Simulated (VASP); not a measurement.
# NiO2 (P-3m1) in VASP: a series of runs

Runs on NiO2. Level: LDA. Tasks: single point.

Program: VASP 6.6.1. These are calculated values, not measurements. Logs are shortened: lines on timing, memory, paths and dates and some standing lists are left out, and cuts for length are marked.

**1. The cell of the first run**

Symmetry: P-3m1, No. 164, trigonal system. Conventional cell: a = 2.804 Å, b = 2.804 Å, c = 4.084 Å, α = 90.00°, β = 90.00°, γ = 120.00°. Ni (site symmetry -3m) has 6 O at 1.90 Å within 2.5 Å. Within 2.5 Å of O (site symmetry 3m) lie 3 Ni at 1.90 Å.

**2. Single point, LDA (c/a of the conventional cell at fixed volume 1.4565)**

Contents of INCAR:

```
  ALGO = Normal
  EDIFF = 1E-6
  ENCUT = 520
  ISIF = 2
  ISMEAR = 0
  LASPH = T
  LCHARG = F
  LREAL = F
  LWAVE = F
  NBANDS = 18
  NELM = 100
  PREC = Accurate
  SIGMA = 0.05
```

Contents of KPOINTS:

```
k-points
0
Gamma
  12 12 6
```

Contents of POSCAR:

```
NiO2
1.0
    2.8038519370      0.0000000000      0.0000000000
   -1.4019259685      2.4282070059      0.0000000000
    0.0000000000      0.0000000000      4.0838103463
Ni O
1 2
Direct
    0.0000000000      0.0000000000      0.5000000000
    0.6666666667      0.3333333333      0.7423978784
    0.3333333333      0.6666666667      0.2576021216
```

Potentials or basis: VASP PAW LDA potentials, release 64 (Ni, O).

Launch:

```bash
$ cat potpaw_LDA.64/Ni/POTCAR potpaw_LDA.64/O/POTCAR > POTCAR
$ mpirun -np 1 vasp_std > vasp.out
```

OUTCAR:

```text
EDIFF = 1E-6
   ENCUT = 520
   ISIF = 2
   ISMEAR = 0
   LASPH = T
   LREAL = F
   NELM = 100
   PREC = Accurate

 ion  position               nearest neighbor table
   1  0.000  0.000  0.500-   2 1.90   3 1.90   2 1.90   3 1.90   2 1.90   3 1.90
   2  0.667  0.333  0.742-   1 1.90   1 1.90   1 1.90
   3  0.333  0.667  0.258-   1 1.90   1 1.90   1 1.90

  LATTYP: Found a hexagonal cell.
 ALAT       =     2.8038519370
 C/A-ratio  =     1.4565000000

  Lattice vectors:

 A1 = (   2.8038519370,   0.0000000000,   0.0000000000)
 A2 = (  -1.4019259685,   2.4282070059,   0.0000000000)
 A3 = (   0.0000000000,   0.0000000000,   4.0838103463)

Analysis of symmetry for initial positions (statically):
=====================================================================
 Subroutine PRICEL returns:
 Original cell was already a primitive cell.

 Routine SETGRP: Setting up the symmetry group for a
 hexagonal supercell.

 Subroutine GETGRP returns: Found 12 space group operations
 (whereof 12 operations were pure point group operations)
 out of a pool of 24 trial point group operations.

The static configuration has the point symmetry D_3d.

Analysis of symmetry for dynamics (positions and initial velocities):
=====================================================================
 Subroutine PRICEL returns:
 Original cell was already a primitive cell.

 Routine SETGRP: Setting up the symmetry group for a
 hexagonal supercell.

 Subroutine GETGRP returns: Found 12 space group operations
 (whereof 12 operations were pure point group operations)
 out of a pool of 24 trial point group operations.

The dynamic configuration has the point symmetry D_3d.

 Subroutine INISYM returns: Found 12 space group operations
 (whereof 12 operations are pure point group operations),
 and found     1 'primitive' translations

----------------------------------------------------------------------------------------

                                     Primitive cell

  volume of cell :      27.8039

  direct lattice vectors                    reciprocal lattice vectors
     2.803851937  0.000000000  0.000000000     0.356652214  0.205913252  0.000000000
    -1.401925969  2.428207006  0.000000000     0.000000000  0.411826503  0.000000000
     0.000000000  0.000000000  4.083810346     0.000000000  0.000000000  0.244869354

  length of vectors
     2.803851937  2.803851937  4.083810346     0.411826503  0.411826503  0.244869354

  position of ions in fractional coordinates (direct lattice)
     0.000000000  0.000000000  0.500000000
     0.666666667  0.333333333  0.742397878
     0.333333333  0.666666667  0.257602122

  ion indices of the primitive-cell ions
   primitive index   ion index
                 1           1
                 2           2
                 3           3

----------------------------------------------------------------------------------------

 KPOINTS: k-points

Automatic generation of k-mesh.
 Grid dimensions read from file:
 generate k-points for:   12   12    6

 Generating k-lattice:

  Cartesian coordinates                     Fractional coordinates (reciprocal lattice)
     0.029721018  0.017159438  0.000000000     0.083333333 -0.000000000  0.000000000
     0.000000000  0.034318875  0.000000000     0.000000000  0.083333333  0.000000000
     0.000000000  0.000000000  0.040811559     0.000000000  0.000000000  0.166666667

  Length of vectors
     0.034318875  0.034318875  0.040811559

  Shift w.r.t. Gamma in fractional coordinates (k-lattice)
     0.000000000  0.000000000  0.000000000

 Subroutine IBZKPT returns following result:
 ===========================================

 Found    100 irreducible k-points:

 Following reciprocal coordinates:
            Coordinates               Weight
  0.000000  0.000000  0.000000      1.000000
  0.083333  0.000000  0.000000      6.000000
  0.166667 -0.000000  0.000000      6.000000
  0.250000  0.000000  0.000000      6.000000
  0.333333  0.000000  0.000000      6.000000
  0.416667 -0.000000  0.000000      6.000000
[... 16 lines left out ...]
  0.166667 -0.000000  0.166667      6.000000
  0.000000  0.166667  0.166667      6.000000
 [... further k-points ...]
   k-points           NKPTS =    100   k-points in BZ     NKDIM =    100   number of bands    NBANDS=     18
   number of dos      NEDOS =    301   number of ions     NIONS =      3
   total plane-waves  NPLWV =  17280
   dimension x,y,z NGX =    24 NGY =   24 NGZ =   30
   dimension x,y,z NGXF=    48 NGYF=   48 NGZF=   60
   ions per type =               1   2
   NGX,Y,Z   is equivalent  to a cutoff of  14.23, 14.23, 12.21 a.u.
   NGXF,Y,Z  is equivalent  to a cutoff of  28.46, 28.46, 24.43 a.u.
 SYSTEM =  unknown system
   PREC   = accura    normal or accurate (medium, high low for compatibility)
   ISTART =      0    job   : 0-new  1-cont  2-samecut
   ICHARG =      2    charge: 1-file 2-atom 10-const
   ISPIN  =      1    spin polarized calculation?
   LNONCOLLINEAR =      F non collinear calculations
   LSORBIT =      F    spin-orbit coupling
   LASPH  =      T    aspherical Exc in radial PAW
   ENCUT  =  520.0 eV  38.22 Ry    6.18 a.u.   5.21  5.21  7.59*2*pi/ulx,y,z
   NELM   =    100;   NELMIN=  2; NELMDL= -5     # of ELM steps
   EDIFF  = 0.1E-05   stopping-criterion for ELM
   LREAL  =      F    real-space projection
   EDIFFG = 0.1E-04   stopping-criterion for IOM
   NSW    =      0    number of steps for IOM
   IBRION =     -1    ionic relax: 0-MD 1-quasi-New 2-CG
   NFREE  =      0    steps in history (QN), initial steepest desc. (CG)
   ISIF   =      2    stress and relaxation
   ISYM   =      2    0-nonsym 1-usesym 2-fastsym
   POTIM  = 0.5000    time-step for ionic-motion
   TEBEG  =    0.0;   TEEND  =   0.0 temperature during run
   PSTRESS=    0.0 pullay stress
   NELECT =      22.0000    total number of electrons
   NUPDOWN=      -1.0000    fix difference up-down
   EMIN   =  10.00;   EMAX   =-10.00  energy-range for DOS
   EFERMI =   0.00;   METHOD = LEGACY
   ISMEAR =     0;   SIGMA  =   0.05  broadening in eV -4-tet -1-fermi 0-gaus
   EFERMI_NEDOS =   21; number of points for ismear=-14 and -15
   IALGO  =     38    algorithm
   IMIX   =      4    mixing-type and parameters
     AMIX     =   0.40;   BMIX     =  1.00
     AMIX_MAG =   1.60;   BMIX_MAG =  1.00
  volume/ion in A,a.u.               =       9.27        62.54
  Fermi-wavevector in a.u.,A,eV,Ry     =   1.514190  2.861404 31.195034  2.292770
  Thomas-Fermi vector in A             =   2.623880
   LORBIT       =      0    0 simple, 1 ext, 2 COOP (PROOUT), +10 PAW based schemes
   GGA     = CA    functional components
   LHFCALC =     F    Hartree Fock is set to
   AEXX    =    0.0000 exact exchange contribution
   IVDW    =     0    specifies the selected vdW correction
   LEPSILON=     F    determine dielectric tensor
   LRPA    =     F    only Hartree local field effects (RPA)
 non-spin polarized calculation
 Gauss-broadening in eV      SIGMA  =   0.05
  energy-cutoff  :      520.00
  volume of cell :       27.80
 maximum number of plane-waves:       760
 NGX is ok and might be reduce to    24
   NGX = 11   NGY = 11   NGZ = 15

 number of electron      22.0000025 magnetization

 Free energy of the ion-electron system (eV)
  ---------------------------------------------------
  ext. energy  EPLUGINS =         0.00000000
  ---------------------------------------------------
  free energy    TOTEN  =       -20.01466207 eV

  energy without entropy =      -20.01466207  energy(sigma->0) =      -20.01466207

 E-fermi :   4.2985     XC(G=0): -12.3606

 val. band max:        4.0009155276   @ k =   0.1667  -0.0000   0.3333
 cond. band min:       4.5039122904   @ k =   0.2500   0.0000   0.3333
 fundamental gap:      0.5029967628
 Fermi energy:         4.2985412983

 k-point     1 :       0.0000    0.0000    0.0000
  band No.  band energies     occupation
      1     -15.5191      2.00000
      2     -12.8040      2.00000
      3      -2.3965      2.00000
      4      -1.4237      2.00000
      5      -1.4237      2.00000
      6       1.7724      2.00000
[... 10 lines left out ...]
     17      23.2767      0.00000
     18      23.2767      0.00000

 k-point     2 :       0.0833    0.0000    0.0000
  band No.  band energies     occupation
      1     -15.4262      2.00000
      2     -12.8137      2.00000
      3      -2.2802      2.00000
      4      -1.4292      2.00000
      5      -1.3717      2.00000
      6       1.5103      2.00000
[... 10 lines left out ...]
     17      22.3966      0.00000
     18      23.4722      0.00000

 k-point     3 :       0.1667   -0.0000    0.0000
  band No.  band energies     occupation
      1     -15.1596      2.00000
      2     -12.8441      2.00000
      3      -1.9491      2.00000
      4      -1.4207      2.00000
      5      -1.2289      2.00000
      6       0.7159      2.00000
[... 10 lines left out ...]
     17      21.0391      0.00000
     18      23.9351      0.00000

 k-point     4 :       0.2500    0.0000    0.0000
  band No.  band energies     occupation
      1     -14.7584      2.00000
      2     -12.9016      2.00000
      3      -1.5545      2.00000
      4      -1.2753      2.00000
      5      -1.0388      2.00000
      6      -0.2850      2.00000
[... 375 lines left out ...]
      4      -1.3957      2.00000
      5      -1.3424      2.00000
      6       1.5117      2.00000
[... 10 lines left out ...]
     17      22.4944      0.00000
     18      23.3696      0.00000

 k-point    23 :       0.1667   -0.0000    0.1667
  band No.  band energies     occupation
      1     -15.0721      2.00000
      2     -12.9780      2.00000
      3      -1.9883      2.00000
      4      -1.2546      2.00000
      5      -1.1516      2.00000
      6       0.6118      2.00000
[... 10 lines left out ...]
     17      21.0626      0.00000
     18      24.0799      0.00000

 k-point    24 :       0.0000    0.1667    0.1667
  band No.  band energies     occupation
      1     -15.0657      2.00000
      2     -12.9909      2.00000
      3      -1.8881      2.00000
      4      -1.2710      2.00000
      5      -1.1849      2.00000
      6       0.7525      2.00000
[... 10 lines left out ...]
     17      20.9516      0.00000
     18      23.7239      0.00000

 [... further k-points ...]
[... 5 lines left out ...]
  --------------------------------------------------------------------------------------
  -------------------------------------------------------------------------------------
  Total       -2.6599013     -2.6599013     -2.7666118     -0.0000000     -0.0000000      0.0000000
  in kB     -153.2744468   -153.2744468   -159.4235439     -0.0000000     -0.0000000      0.0000000
  external PRESSURE =    -155.3241458 kB  Pullay stress =       0.0000000 kB

 VOLUME and BASIS-vectors are now :
 -----------------------------------------------------------------------------
  energy-cutoff  :      520.00
  volume of cell :       27.80
      direct lattice vectors                 reciprocal lattice vectors
     2.803851937  0.000000000  0.000000000     0.356652214  0.205913252  0.000000000
    -1.401925969  2.428207006  0.000000000     0.000000000  0.411826503  0.000000000
     0.000000000  0.000000000  4.083810346     0.000000000  0.000000000  0.244869354

 POSITION                                       TOTAL-FORCE (eV/Angst)
 -----------------------------------------------------------------------------------
      0.00000      0.00000      2.04191         0.000000      0.000000      0.000000
      1.40193      0.80940      3.03181        -0.000000      0.000000     -1.531581
     -0.00000      1.61880      1.05200         0.000000     -0.000000      1.531581
 -----------------------------------------------------------------------------------
    total drift:                                0.000000      0.000000      0.000000

  FREE ENERGIE OF THE ION-ELECTRON SYSTEM (eV)
  ---------------------------------------------------
  free  energy   TOTEN  =       -20.0146620705 eV

  energy  without entropy=      -20.0146620705  energy(sigma->0) =      -20.01466207
```

It took 16 s on 1 thread of Intel Xeon 6975P-C (Granite Rapids), shared host; peak memory 0.16 GiB.

Results:

| Quantity | Value |
| --- | --- |
| Free energy | -20.0147 eV |
| Pressure | -15.5 GPa |
| Largest force | 1.532 eV/Å |
| Band gap on the k mesh | 0.50 eV, indirect (least direct gap 0.64 eV) |

Forces in eV/Å, atoms in the order of the input:
```
Ni   0.000  0.000  0.000
O    0.000  0.000 -1.532
O    0.000  0.000  1.532
```

Levels at points of the mesh, in eV from the valence-band top:
```csv
k point,band 9,band 10,band 11,band 12,band 13,band 14
"(0.00, 0.00, 0.00)",-1.13,-0.77,-0.23,1.69,1.69,7.60
"(0.50, 0.00, 0.00)",-1.83,-1.80,-1.11,1.20,1.86,12.13
"(0.00, 0.00, 0.50)",-1.34,-1.34,-0.24,1.90,1.90,9.68
"(0.50, 0.00, 0.50)",-1.80,-1.35,-1.26,1.30,1.51,11.19
```

Caveat: forces of over 1 eV/Å act on the atoms, so gaps and moduli don't describe the material at rest. A k mesh can miss the band edges.

(Part 1 of 2 ends here.)
